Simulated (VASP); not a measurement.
# Zr3TiC4 (Cmmm) in VASP: single point with PBE

Aim: the single point of Zr3TiC4 with PBE.

Everything below comes from runs of VASP 6.6.1. Logs are shortened: lines on timing, memory, paths and dates and some standing lists are left out, and cuts for length are marked.

## Step 1: The cell of the first run

Symmetry: Cmmm, No. 65, orthorhombic system. The conventional cell has a = 6.538 Å, b = 9.243 Å, c = 3.276 Å, α = 90.00°, β = 90.00°, γ = 90.00°. Within 3.1 Å of Zr (site symmetry mmm) lie 6 C at 2.36 Å. Zr (site symmetry 2/m) has 6 C at 2.31 Å within 3.1 Å. Within 3.0 Å of Ti (site symmetry mmm) lie 6 C at 2.27 Å. Within 3.0 Å of C (site symmetry m2m) lie 1 Ti at 2.27 Å and 5 Zr at 2.31 to 2.36 Å. C (site symmetry 2mm) has 2 Ti at 2.27 Å and 4 Zr at 2.31 to 2.36 Å within 3.0 Å.

## Step 2: Single point, PBE

INCAR reads:

```
SYSTEM = Zr3TiC4
PREC = Accurate
ENCUT = 520
EDIFF = 1E-7
ISMEAR = 0
SIGMA = 0.1
LREAL = .False.
LASPH = .True.
NELM = 100
ALGO = Normal
ISIF = 2
LWAVE = .False.
LCHARG = .True.
GGA = PE
LELF = .True.
LVHAR = .True.
NBANDS = 42
```

KPOINTS reads:

```
regular mesh
0
Gamma
  8 8 12
  0 0 0
```

POSCAR reads:

```
Zr3TiC4
1.0
    3.2688528049     -4.6215224853      0.0000000000
    3.2688528049      4.6215224853      0.0000000000
    0.0000000000      0.0000000000      3.2755686030
Zr Ti C
3 1 4
Direct
    0.5000000000      0.5000000000      0.0000000000
    0.5000000000      0.0000000000      0.5000000000
    0.0000000000      0.5000000000      0.5000000000
    0.0000000000      0.0000000000      0.0000000000
    0.7548179297      0.2451820703      0.0000000000
    0.7596579960      0.7596579960      0.5000000000
    0.2403420040      0.2403420040      0.5000000000
    0.2451820703      0.7548179297      0.0000000000
```

Potentials or basis: VASP PAW PBE potentials, release 64 (Zr_sv, Ti_sv, C).

The run is started by

```bash
cat potpaw_PBE.64/Zr_sv/POTCAR potpaw_PBE.64/Ti_sv/POTCAR potpaw_PBE.64/C/POTCAR > POTCAR
mpirun -np 1 vasp_std > vasp.out
```

OUTCAR:

```text
SYSTEM = Zr3TiC4
   PREC = Accurate
   ENCUT = 520
   EDIFF = 1E-7
   ISMEAR = 0
   LREAL = .False.
   LASPH = .True.
   NELM = 100
   ISIF = 2
   GGA = PE

 ion  position               nearest neighbor table
   1  0.500  0.500  0.000-   5 2.36   8 2.36   7 2.36   6 2.36   6 2.36   7 2.36   4 3.27   4 3.27
                             3 3.27   3 3.27   2 3.27   2 3.27   2 3.27   3 3.27   3 3.27   2 3.27
   2  0.500  0.000  0.500-   6 2.31   7 2.31   5 2.31   8 2.31   5 2.31   8 2.31   3 3.27   3 3.27
                             4 3.27   1 3.27   4 3.27   1 3.27   1 3.27   4 3.27   4 3.27   1 3.27
   3  0.000  0.500  0.500-   6 2.31   7 2.31   5 2.31   8 2.31   5 2.31   8 2.31   2 3.27   2 3.27
                             4 3.27   1 3.27   4 3.27   4 3.27   4 3.27   1 3.27   1 3.27   1 3.27
   4  0.000  0.000  0.000-   5 2.27   8 2.27   7 2.27   6 2.27   6 2.27   7 2.27   1 3.27   1 3.27
                             3 3.27   2 3.27   3 3.27   3 3.27   3 3.27   2 3.27   2 3.27   2 3.27
   5  0.755  0.245  0.000-   4 2.27   3 2.31   2 2.31   2 2.31   3 2.31   1 2.36
   6  0.760  0.760  0.500-   4 2.27   4 2.27   2 2.31   3 2.31   1 2.36   1 2.36
   7  0.240  0.240  0.500-   4 2.27   4 2.27   2 2.31   3 2.31   1 2.36   1 2.36
   8  0.245  0.755  0.000-   4 2.27   3 2.31   2 2.31   2 2.31   3 2.31   1 2.36

  LATTYP: Found a base centered orthorhombic cell.
 ALAT       =     6.5377056098
 B/A-ratio  =     1.4138056257
 C/A-ratio  =     0.5010272408

  Lattice vectors:

 A1 = (   3.2688528049,  -4.6215224853,   0.0000000000)
 A2 = (   3.2688528049,   4.6215224853,   0.0000000000)
 A3 = (   0.0000000000,   0.0000000000,   3.2755686030)

Analysis of symmetry for initial positions (statically):
=====================================================================
 Subroutine PRICEL returns:
 Original cell was already a primitive cell.

 Routine SETGRP: Setting up the symmetry group for a
 base centered orthorhombic supercell.

 Subroutine GETGRP returns: Found  8 space group operations
 (whereof  8 operations were pure point group operations)
 out of a pool of  8 trial point group operations.

The static configuration has the point symmetry D_2h.

Analysis of symmetry for dynamics (positions and initial velocities):
=====================================================================
 Subroutine PRICEL returns:
 Original cell was already a primitive cell.

 Routine SETGRP: Setting up the symmetry group for a
 base centered orthorhombic supercell.

 Subroutine GETGRP returns: Found  8 space group operations
 (whereof  8 operations were pure point group operations)
 out of a pool of  8 trial point group operations.

The dynamic configuration has the point symmetry D_2h.

 Subroutine INISYM returns: Found  8 space group operations
 (whereof  8 operations are pure point group operations),
 and found     1 'primitive' translations

----------------------------------------------------------------------------------------

                                     Primitive cell

  volume of cell :      98.9685

  direct lattice vectors                    reciprocal lattice vectors
     3.268852805 -4.621522485  0.000000000     0.152958860 -0.108189455  0.000000000
     3.268852805  4.621522485  0.000000000     0.152958860  0.108189455  0.000000000
     0.000000000  0.000000000  3.275568603     0.000000000  0.000000000  0.305290507

  length of vectors
     5.660730407  5.660730407  3.275568603     0.187353599  0.187353599  0.305290507

  position of ions in fractional coordinates (direct lattice)
     0.500000000  0.500000000  0.000000000
     0.500000000  1.000000000  0.500000000
     1.000000000  0.500000000  0.500000000
     0.000000000  0.000000000  0.000000000
     0.754817930  0.245182070  0.000000000
     0.759657996  0.759657996  0.500000000
     0.240342004  0.240342004  0.500000000
     0.245182070  0.754817930  0.000000000

  ion indices of the primitive-cell ions
   primitive index   ion index
                 1           1
                 2           2
                 3           3
                 4           4
                 5           5
                 6           6
                 7           7
                 8           8

----------------------------------------------------------------------------------------

 KPOINTS: regular mesh

Automatic generation of k-mesh.
 Grid dimensions read from file:
 generate k-points for:    8    8   12

 Generating k-lattice:

  Cartesian coordinates                     Fractional coordinates (reciprocal lattice)
     0.019119858 -0.013523682  0.000000000     0.125000000 -0.000000000  0.000000000
     0.019119858  0.013523682  0.000000000    -0.000000000  0.125000000  0.000000000
     0.000000000  0.000000000  0.025440876     0.000000000  0.000000000  0.083333333

  Length of vectors
     0.023419200  0.023419200  0.025440876

  Shift w.r.t. Gamma in fractional coordinates (k-lattice)
     0.000000000  0.000000000  0.000000000

 Subroutine IBZKPT returns following result:
 ===========================================

 Found    147 irreducible k-points:

 Following reciprocal coordinates:
            Coordinates               Weight
  0.000000  0.000000  0.000000      1.000000
  0.125000  0.000000  0.000000      4.000000
  0.250000  0.000000  0.000000      4.000000
  0.375000  0.000000  0.000000      4.000000
  0.500000  0.000000  0.000000      2.000000
  0.125000  0.125000  0.000000      2.000000
[... 16 lines left out ...]
  0.125000  0.000000  0.083333      8.000000
  0.250000  0.000000  0.083333      8.000000
 [... further k-points ...]
   k-points           NKPTS =    147   k-points in BZ     NKDIM =    147   number of bands    NBANDS=     42
   number of dos      NEDOS =    301   number of ions     NIONS =      8
   total plane-waves  NPLWV =  42336
   dimension x,y,z NGX =    42 NGY =   42 NGZ =   24
   dimension x,y,z NGXF=    84 NGYF=   84 NGZF=   48
   ions per type =               3   1   4
   NGX,Y,Z   is equivalent  to a cutoff of  12.33, 12.33, 12.18 a.u.
   NGXF,Y,Z  is equivalent  to a cutoff of  24.67, 24.67, 24.36 a.u.
 SYSTEM =  Zr3TiC4
   PREC   = accura    normal or accurate (medium, high low for compatibility)
   ISTART =      0    job   : 0-new  1-cont  2-samecut
   ICHARG =      2    charge: 1-file 2-atom 10-const
   ISPIN  =      1    spin polarized calculation?
   LNONCOLLINEAR =      F non collinear calculations
   LSORBIT =      F    spin-orbit coupling
   LASPH  =      T    aspherical Exc in radial PAW
   ENCUT  =  520.0 eV  38.22 Ry    6.18 a.u.  10.53 10.53  6.09*2*pi/ulx,y,z
   NELM   =    100;   NELMIN=  2; NELMDL= -5     # of ELM steps
   EDIFF  = 0.1E-06   stopping-criterion for ELM
   LREAL  =      F    real-space projection
   EDIFFG = 0.1E-05   stopping-criterion for IOM
   NSW    =      0    number of steps for IOM
   IBRION =     -1    ionic relax: 0-MD 1-quasi-New 2-CG
   NFREE  =      0    steps in history (QN), initial steepest desc. (CG)
   ISIF   =      2    stress and relaxation
   ISYM   =      2    0-nonsym 1-usesym 2-fastsym
   POTIM  = 0.5000    time-step for ionic-motion
   TEBEG  =    0.0;   TEEND  =   0.0 temperature during run
   PSTRESS=    0.0 pullay stress
   NELECT =      64.0000    total number of electrons
   NUPDOWN=      -1.0000    fix difference up-down
   EMIN   =  10.00;   EMAX   =-10.00  energy-range for DOS
   EFERMI =   0.00;   METHOD = LEGACY
   ISMEAR =     0;   SIGMA  =   0.10  broadening in eV -4-tet -1-fermi 0-gaus
   EFERMI_NEDOS =   21; number of points for ismear=-14 and -15
   IALGO  =     38    algorithm
   IMIX   =      4    mixing-type and parameters
     AMIX     =   0.40;   BMIX     =  1.00
     AMIX_MAG =   1.60;   BMIX_MAG =  1.00
  volume/ion in A,a.u.               =      12.37        83.48
  Fermi-wavevector in a.u.,A,eV,Ry     =   1.415693  2.675272 27.268619  2.004187
  Thomas-Fermi vector in A             =   2.537105
   LORBIT       =      0    0 simple, 1 ext, 2 COOP (PROOUT), +10 PAW based schemes
   GGA     = PE    functional components
   LHFCALC =     F    Hartree Fock is set to
   AEXX    =    0.0000 exact exchange contribution
   IVDW    =     0    specifies the selected vdW correction
   LEPSILON=     F    determine dielectric tensor
   LRPA    =     F    only Hartree local field effects (RPA)
 non-spin polarized calculation
 Gauss-broadening in eV      SIGMA  =   0.10
  energy-cutoff  :      520.00
  volume of cell :       98.97
 maximum number of plane-waves:      2708
   NGX = 21   NGY = 21   NGZ = 13

 number of electron      64.0000009 magnetization

 Free energy of the ion-electron system (eV)
  ---------------------------------------------------
  ext. energy  EPLUGINS =         0.00000000
  ---------------------------------------------------
  free energy    TOTEN  =       -76.68934922 eV

  energy without entropy =      -76.68315541  energy(sigma->0) =      -76.68625231

 E-fermi :   9.4879     XC(G=0): -12.2131

 val. band max:        9.4868180544   @ k =   0.1250   0.1250   0.0833
 cond. band min:       9.4965084194   @ k =   0.1250   0.1250   0.0833
 fundamental gap:      0.0096903650
 Fermi energy:         9.4879390331

 k-point     1 :       0.0000    0.0000    0.0000
  band No.  band energies     occupation
      1     -47.3994      2.00000
      2     -38.6281      2.00000
      3     -38.4005      2.00000
      4     -38.3741      2.00000
      5     -23.6525      2.00000
      6     -23.6300      2.00000
[... 34 lines left out ...]
     41      13.0650      0.00000
     42      13.4873      0.00000

 k-point     2 :       0.1250    0.0000    0.0000
  band No.  band energies     occupation
      1     -47.3994      2.00000
      2     -38.6269      2.00000
      3     -38.4002      2.00000
      4     -38.3757      2.00000
      5     -23.6522      2.00000
      6     -23.6298      2.00000
[... 979 lines left out ...]
     41      13.1139      0.00000
     42      13.8583      0.00000

 k-point    24 :       0.2500    0.0000    0.0833
  band No.  band energies     occupation
      1     -47.3987      2.00000
      2     -38.6207      2.00000
      3     -38.3970      2.00000
      4     -38.3773      2.00000
      5     -23.6498      2.00000
      6     -23.6280      2.00000
[... 34 lines left out ...]
     41      13.4446      0.00000
     42      13.6117      0.00000

 [... further k-points ...]

------------------------ aborting loop because EDIFF is reached ----------------------------------------

  FORCE on cell =-STRESS in cart. coord.  units (eV):
  Direction    XX          YY          ZZ          XY          YZ          ZX
  --------------------------------------------------------------------------------------
  -------------------------------------------------------------------------------------
  Total        0.1470487      0.1661107      0.1584308     -0.0000000      0.0000000      0.0000000
  in kB        2.3805349      2.6891247      2.5647975     -0.0000000      0.0000000      0.0000000
  external PRESSURE =       2.5448190 kB  Pullay stress =       0.0000000 kB

 VOLUME and BASIS-vectors are now :
 -----------------------------------------------------------------------------
  energy-cutoff  :      520.00
  volume of cell :       98.97
      direct lattice vectors                 reciprocal lattice vectors
     3.268852805 -4.621522485  0.000000000     0.152958860 -0.108189455  0.000000000
     3.268852805  4.621522485  0.000000000     0.152958860  0.108189455  0.000000000
     0.000000000  0.000000000  3.275568603     0.000000000  0.000000000  0.305290507

 POSITION                                       TOTAL-FORCE (eV/Angst)
 -----------------------------------------------------------------------------------
      3.26885      0.00000      0.00000         0.000000     -0.000000      0.000000
      1.63443     -2.31076      1.63778         0.000000      0.000000      0.000000
      1.63443      2.31076      1.63778         0.000000     -0.000000      0.000000
      0.00000      0.00000      0.00000         0.000000      0.000000      0.000000
      3.26885     -2.35529      0.00000         0.000000     -0.005944      0.000000
      4.96642      0.00000      1.63778        -0.006265      0.000000      0.000000
      1.57129      0.00000      1.63778         0.006265      0.000000     -0.000000
      3.26885      2.35529      0.00000         0.000000      0.005944      0.000000
 -----------------------------------------------------------------------------------
    total drift:                                0.000000     -0.000000      0.000000

  FREE ENERGIE OF THE ION-ELECTRON SYSTEM (eV)
  ---------------------------------------------------
  free  energy   TOTEN  =       -76.6893492202 eV

  energy  without entropy=      -76.6831554065  energy(sigma->0) =      -76.68625231
```

Run time: 9.6 min. Hardware: 1 thread of Intel Xeon 8259CL, shared host; peak memory 0.59 GiB.

Results:

| Item | Value |
| --- | --- |
| Free energy | -76.6893 eV |
| Pressure | 0.3 GPa |
| Largest force | 0.006 eV/Å |
| Band gap on the k mesh | zero (bands 32 and 33 overlap by 1.28 eV) |

Forces on the atoms (eV/Å):
```
Zr   0.000  0.000  0.000
Zr   0.000  0.000  0.000
Zr   0.000  0.000  0.000
Ti   0.000  0.000  0.000
C    0.000 -0.006  0.000
C   -0.006  0.000  0.000
C    0.006  0.000  0.000
C    0.000  0.006  0.000
```

Levels at points of the mesh, in eV from the Fermi level:
```
           k point  band 30  band 31  band 32  band 33  band 34  band 35
(0.00, 0.00, 0.00)     0.02     0.88     0.90     0.92     1.05     1.07
(0.50, 0.00, 0.00)    -1.73    -1.69    -1.68     1.27     1.64     1.76
(0.50, 0.50, 0.00)    -0.58    -0.47    -0.43    -0.36    -0.34     2.11
(0.00, 0.00, 0.50)    -2.20    -2.19    -2.06     1.99     2.63     2.64
(0.50, 0.00, 0.50)    -1.77    -1.74    -1.70     1.23     1.51     1.57
(0.50, 0.50, 0.50)    -1.70    -0.23     0.05     0.05     0.25     2.56
```
